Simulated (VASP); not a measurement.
# Al2Ru (I4/mmm) in VASP: a series of runs

The runs below take Al2Ru through single point, with LDA.

Everything below comes from runs of VASP 6.6.1. Logs are shortened: lines on timing, memory, paths and dates and some standing lists are left out, and cuts for length are marked.

### Step 1. The cell of the first run

It takes space group I4/mmm (No. 139, tetragonal). Conventional cell: a = 3.099 Å, b = 3.099 Å, c = 8.351 Å, α = 90.00°, β = 90.00°, γ = 90.00°. Al (site symmetry 4mm) has 5 Ru at 2.56 to 2.85 Å and 9 Al at 2.66 to 3.10 Å within 3.4 Å. Ru (site symmetry 4/mmm) has 10 Al at 2.56 to 2.85 Å and 4 Ru at 3.10 Å within 3.4 Å.

### Step 2. Single point, LDA, collinear spin, ferromagnetic start (13.37 Å³/atom)

INCAR reads:

```
PREC = Accurate
ENCUT = 520
EDIFF = 1E-6
ISMEAR = 0
SIGMA = 0.15
LREAL = F
LASPH = T
NELM = 150
ALGO = Normal
ISIF = 2
LWAVE = F
LCHARG = F
ISPIN = 2
MAGMOM = 0 0 1.125
LORBIT = 11
NUPDOWN = 1.125
LMAXMIX = 4
NBANDS = 21
KPAR = 4
```

KPOINTS reads:

```
regular mesh
0
Gamma
  20 20 20
```

POSCAR reads:

```
Al2Ru
1.0
   -1.5494602062      1.5494602062      4.1753146703
    1.5494602062     -1.5494602062      4.1753146703
    1.5494602062      1.5494602062     -4.1753146703
Al Ru
2 1
Direct
    0.6590860915      0.6590860915      0.0000000000
    0.3409139085      0.3409139085      0.0000000000
    0.0000000000      0.0000000000      0.0000000000
```

Potentials or basis: VASP PAW LDA potentials, release 64 (Al, Ru_pv).

Run with:

```sh
$ cat potpaw_LDA.64/Al/POTCAR potpaw_LDA.64/Ru_pv/POTCAR > POTCAR
$ mpirun -np 4 vasp_std > vasp.out
```

OUTCAR:

```text
PREC = Accurate
   ENCUT = 520
   EDIFF = 1E-6
   ISMEAR = 0
   LREAL = F
   LASPH = T
   NELM = 150
   ISIF = 2
   ISPIN = 2
   LORBIT = 11
   NUPDOWN = 1.125

 ion  position               nearest neighbor table
   1  0.659  0.659  0.000-   3 2.56   3 2.56   3 2.56   3 2.56   2 2.66   2 2.67   2 2.67   2 2.67
                             2 2.67   3 2.85
   2  0.341  0.341  0.000-   3 2.56   3 2.56   3 2.56   3 2.56   1 2.66   1 2.67   1 2.67   1 2.67
                             1 2.67   3 2.85
   3  0.000  0.000  0.000-   1 2.56   2 2.56   1 2.56   2 2.56   1 2.56   2 2.56   2 2.56   1 2.56
                             1 2.85   2 2.85

  LATTYP: Found a body centered tetragonal cell.
 ALAT       =     3.0989204124
 C/A-ratio  =     2.6946898369

  Lattice vectors:

 A1 = (  -1.5494602062,   1.5494602062,   4.1753146703)
 A2 = (   1.5494602062,  -1.5494602062,   4.1753146703)
 A3 = (   1.5494602062,   1.5494602062,  -4.1753146703)

Analysis of symmetry for initial positions (statically):
=====================================================================
 Subroutine PRICEL returns:
 Original cell was already a primitive cell.

 Routine SETGRP: Setting up the symmetry group for a
 body centered tetragonal supercell.

 Subroutine GETGRP returns: Found 16 space group operations
 (whereof 16 operations were pure point group operations)
 out of a pool of 16 trial point group operations.

The static configuration has the point symmetry D_4h.

Analysis of symmetry for dynamics (positions and initial velocities):
=====================================================================
 Subroutine PRICEL returns:
 Original cell was already a primitive cell.

 Routine SETGRP: Setting up the symmetry group for a
 body centered tetragonal supercell.

 Subroutine GETGRP returns: Found 16 space group operations
 (whereof 16 operations were pure point group operations)
 out of a pool of 16 trial point group operations.

The dynamic configuration has the point symmetry D_4h.

Analysis of structural, dynamic, and magnetic symmetry:
=====================================================================
 Subroutine PRICEL returns:
 Original cell was already a primitive cell.

 Routine SETGRP: Setting up the symmetry group for a
 body centered tetragonal supercell.

 Subroutine GETGRP returns: Found 16 space group operations
 (whereof 16 operations were pure point group operations)
 out of a pool of 16 trial point group operations.

The overall configuration has the point symmetry D_4h.

 Subroutine INISYM returns: Found 16 space group operations
 (whereof 16 operations are pure point group operations),
 and found     1 'primitive' translations

----------------------------------------------------------------------------------------

                                     Primitive cell

  volume of cell :      40.0968

  direct lattice vectors                    reciprocal lattice vectors
    -1.549460206  1.549460206  4.175314670     0.000000000  0.322693024  0.119751453
     1.549460206 -1.549460206  4.175314670     0.322693024  0.000000000  0.119751453
     1.549460206  1.549460206 -4.175314670     0.322693024  0.322693024  0.000000000

  length of vectors
     4.715390382  4.715390382  4.715390382     0.344196453  0.344196453  0.456356851

  position of ions in fractional coordinates (direct lattice)
     0.659086092  0.659086092  0.000000000
     0.340913908  0.340913908  0.000000000
     0.000000000  0.000000000  0.000000000

  ion indices of the primitive-cell ions
   primitive index   ion index
                 1           1
                 2           2
                 3           3

----------------------------------------------------------------------------------------

 KPOINTS: regular mesh

Automatic generation of k-mesh.
 Grid dimensions read from file:
 generate k-points for:   20   20   20

 Generating k-lattice:

  Cartesian coordinates                     Fractional coordinates (reciprocal lattice)
     0.000000000  0.016134651  0.005987573     0.050000000  0.000000000  0.000000000
     0.016134651  0.000000000  0.005987573     0.000000000  0.050000000  0.000000000
     0.016134651  0.016134651  0.000000000     0.000000000  0.000000000  0.050000000

  Length of vectors
     0.017209823  0.017209823  0.022817843

  Shift w.r.t. Gamma in fractional coordinates (k-lattice)
     0.000000000  0.000000000  0.000000000

 Subroutine IBZKPT returns following result:
 ===========================================

 Found    641 irreducible k-points:

 Following reciprocal coordinates:
            Coordinates               Weight
  0.000000  0.000000  0.000000      1.000000
  0.050000  0.000000 -0.000000      8.000000
  0.100000  0.000000 -0.000000      8.000000
  0.150000  0.000000 -0.000000      8.000000
  0.200000  0.000000 -0.000000      8.000000
  0.250000  0.000000 -0.000000      8.000000
[... 16 lines left out ...]
 -0.400000  0.050000  0.000000     16.000000
 -0.350000  0.050000  0.000000     16.000000
 [... further k-points ...]
   k-points           NKPTS =    641   k-points in BZ     NKDIM =    641   number of bands    NBANDS=     21
   number of dos      NEDOS =    301   number of ions     NIONS =      3
   total plane-waves  NPLWV =  46656
   dimension x,y,z NGX =    36 NGY =   36 NGZ =   36
   dimension x,y,z NGXF=    72 NGYF=   72 NGZF=   72
   ions per type =               2   1
   NGX,Y,Z   is equivalent  to a cutoff of  12.69, 12.69, 12.69 a.u.
   NGXF,Y,Z  is equivalent  to a cutoff of  25.38, 25.38, 25.38 a.u.
 SYSTEM =  unknown system
   PREC   = accura    normal or accurate (medium, high low for compatibility)
   ISTART =      0    job   : 0-new  1-cont  2-samecut
   ICHARG =      2    charge: 1-file 2-atom 10-const
   ISPIN  =      2    spin polarized calculation?
   LNONCOLLINEAR =      F non collinear calculations
   LSORBIT =      F    spin-orbit coupling
   LASPH  =      T    aspherical Exc in radial PAW
   ENCUT  =  520.0 eV  38.22 Ry    6.18 a.u.   8.77  8.77  8.77*2*pi/ulx,y,z
   NELM   =    150;   NELMIN=  2; NELMDL= -5     # of ELM steps
   EDIFF  = 0.1E-05   stopping-criterion for ELM
   LREAL  =      F    real-space projection
   EDIFFG = 0.1E-04   stopping-criterion for IOM
   NSW    =      0    number of steps for IOM
   IBRION =     -1    ionic relax: 0-MD 1-quasi-New 2-CG
   NFREE  =      0    steps in history (QN), initial steepest desc. (CG)
   ISIF   =      2    stress and relaxation
   ISYM   =      2    0-nonsym 1-usesym 2-fastsym
   POTIM  = 0.5000    time-step for ionic-motion
   TEBEG  =    0.0;   TEEND  =   0.0 temperature during run
   PSTRESS=    0.0 pullay stress
   NELECT =      20.0000    total number of electrons
   NUPDOWN=       1.1250    fix difference up-down
   EMIN   =  10.00;   EMAX   =-10.00  energy-range for DOS
   EFERMI =   0.00;   METHOD = LEGACY
   ISMEAR =     0;   SIGMA  =   0.15  broadening in eV -4-tet -1-fermi 0-gaus
   EFERMI_NEDOS =   21; number of points for ismear=-14 and -15
   IALGO  =     38    algorithm
   IMIX   =      4    mixing-type and parameters
     AMIX     =   0.40;   BMIX     =  1.00
     AMIX_MAG =   1.60;   BMIX_MAG =  1.00
  volume/ion in A,a.u.               =      13.37        90.20
  Fermi-wavevector in a.u.,A,eV,Ry     =   1.298319  2.453468 22.934426  1.685633
  Thomas-Fermi vector in A             =   2.429655
   LORBIT       =     11    0 simple, 1 ext, 2 COOP (PROOUT), +10 PAW based schemes
   GGA     = CA    functional components
   LHFCALC =     F    Hartree Fock is set to
   AEXX    =    0.0000 exact exchange contribution
   IVDW    =     0    specifies the selected vdW correction
   LEPSILON=     F    determine dielectric tensor
   LRPA    =     F    only Hartree local field effects (RPA)
 spin polarized calculation
 Gauss-broadening in eV      SIGMA  =   0.15
  energy-cutoff  :      520.00
  volume of cell :       40.10
 maximum number of plane-waves:      1098
   NGX = 17   NGY = 17   NGZ = 17

 number of electron      20.0000001 magnetization       1.1250000

 Free energy of the ion-electron system (eV)
  ---------------------------------------------------
  ext. energy  EPLUGINS =         0.00000000
  ---------------------------------------------------
  free energy    TOTEN  =       -20.39711368 eV

  energy without entropy =      -20.37782816  energy(sigma->0) =      -20.38747092

 E-fermi :   9.7523     XC(G=0): -12.2320

 val. band max:       11.7338854930   @ k =  -0.1500  -0.3500   0.0500
 cond. band min:       9.7556528485   @ k =   0.2500   0.0500   0.0500
 fundamental gap:     -1.9782326445
 Fermi energy:        11.7341163574

 spin component 1

 k-point     1 :       0.0000    0.0000    0.0000
  band No.  band energies     occupation
      1     -31.6124      1.00000
      2     -31.5731      1.00000
      3     -31.5731      1.00000
      4      -0.4559      1.00000
      5       5.1421      1.00000
      6       6.8515      1.00000
[... 550 lines left out ...]
      5       5.3306      1.00000
      6       6.4571      1.00000
[... 13 lines left out ...]
     20      23.3759      0.00000
     21      24.8186      0.00000

 [... further k-points ...]

 spin component 2

 k-point     1 :       0.0000    0.0000    0.0000
  band No.  band energies     occupation
      1     -31.2136      1.00000
      2     -31.0768      1.00000
      3     -31.0768      1.00000
      4      -0.2146      1.00000
      5       5.4397      1.00000
      6       7.3279      1.00000
[... 550 lines left out ...]
      5       5.5938      1.00000
      6       6.8124      1.00000
[... 13 lines left out ...]
     20      23.5945      0.00000
     21      25.0970      0.00000

 [... further k-points ...]

------------------------ aborting loop because EDIFF is reached ----------------------------------------

  FORCE on cell =-STRESS in cart. coord.  units (eV):
  Direction    XX          YY          ZZ          XY          YZ          ZX
  --------------------------------------------------------------------------------------
  -------------------------------------------------------------------------------------
  Total        1.6124624      1.6124624      0.1555387      0.0000000     -0.0000000      0.0000000
  in kB       64.4302947     64.4302947      6.2149676      0.0000000     -0.0000000      0.0000000
  external PRESSURE =      45.0251856 kB  Pullay stress =       0.0000000 kB

 VOLUME and BASIS-vectors are now :
 -----------------------------------------------------------------------------
  energy-cutoff  :      520.00
  volume of cell :       40.10
      direct lattice vectors                 reciprocal lattice vectors
    -1.549460206  1.549460206  4.175314670     0.000000000  0.322693024  0.119751453
     1.549460206 -1.549460206  4.175314670     0.322693024  0.000000000  0.119751453
     1.549460206  1.549460206 -4.175314670     0.322693024  0.322693024  0.000000000

 POSITION                                       TOTAL-FORCE (eV/Angst)
 -----------------------------------------------------------------------------------
      0.00000      0.00000      5.50378        -0.000000     -0.000000     -0.212387
      0.00000      0.00000      2.84685         0.000000      0.000000      0.212387
      0.00000      0.00000      0.00000        -0.000000     -0.000000     -0.000000
 -----------------------------------------------------------------------------------
    total drift:                                0.000000     -0.000000     -0.000000

  FREE ENERGIE OF THE ION-ELECTRON SYSTEM (eV)
  ---------------------------------------------------
  free  energy   TOTEN  =       -20.3971136836 eV

  energy  without entropy=      -20.3778281600  energy(sigma->0) =      -20.38747092

 total charge

# of ion       s       p       d       tot
------------------------------------------
    1        0.411   0.432   0.000   0.843
    2        0.411   0.432   0.000   0.843
    3        0.341   6.272   6.260  12.874
--------------------------------------------------
tot          1.163   7.137   6.260  14.560

 magnetization (x)

# of ion       s       p       d       tot
------------------------------------------
    1        0.012   0.037   0.000   0.049
    2        0.012   0.037   0.000   0.049
    3        0.009   0.039   0.650   0.698
--------------------------------------------------
tot          0.033   0.114   0.650   0.797
```

Wall time 4.9 min (4 MPI ranks of Intel Xeon Platinum 8259CL at 2.50GHz (Skylake/Cascade Lake), shared host); peak memory 0.79 GiB.

Results:

```
Free energy                                           : -20.3971 eV
Pressure                                              : 4.5 GPa
Largest force                                         : 0.212 eV/Å
Net moment                                            : 1.12 μB per cell
Site moments                                          : Al +0.05; Ru +0.70 μB
Valence electrons inside the program's atomic spheres : Al 0.84; Ru 12.87
```

Forces on the atoms (eV/Å):
```
Al   0.000  0.000 -0.212
Al   0.000  0.000  0.212
Ru   0.000  0.000  0.000
```

Caveat: the cell stands under pressure; the total moment is fixed, so each spin has its own Fermi level.

(Continued in part 2 of 2.)
